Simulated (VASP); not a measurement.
A run of VASP 6.6.1 is set up as follows.

File INCAR:

```
  PREC = Accurate
  ENCUT = 520
  EDIFF = 1E-6
  ISMEAR = 0
  SIGMA = 0.1
  LREAL = F
  LASPH = T
  NELM = 60
  ALGO = Fast
  ISIF = 2
  LWAVE = F
  LCHARG = T
  GGA = PS
  LELF = T
  LVHAR = T
  NBANDS = 44
```

Contents of KPOINTS:

```
regular mesh
0
Gamma
  12 12 2
```

Contents of POSCAR:

```
Ge2Sb2Te5
1.0
    4.2017341377      0.0000000000      0.0000000000
   -2.1008670688      3.6388085032      0.0000000000
    0.0000000000      0.0000000000     17.1060849488
Ge Sb Te
2 2 5
Direct
    0.0000000000      0.0000000000      0.3381075982
    0.0000000000      0.0000000000      0.6618924018
    0.3333333333      0.6666666667      0.1166940723
    0.6666666667      0.3333333333      0.8833059277
    0.0000000000      0.0000000000      0.0000000000
    0.3333333333      0.6666666667      0.7810582678
    0.6666666667      0.3333333333      0.2189417322
    0.3333333333      0.6666666667      0.4206821615
    0.6666666667      0.3333333333      0.5793178385
```

Potentials or basis: VASP PAW PBE potentials, release 64 (Ge_d, Sb, Te).

The run is started by

```console
$ cat potpaw_PBE.64/Ge_d/POTCAR potpaw_PBE.64/Sb/POTCAR potpaw_PBE.64/Te/POTCAR > POTCAR
$ mpirun -np 1 vasp_std > vasp.out
```

(1) What does it give for the pressure?

(2) Estimate the largest force.

## Answers

(1) 0.1 GPa.

(2) 0.027 eV/Å.

Caveat: the PAW data sets were made with another functional, which shifts forces and pressure a little.
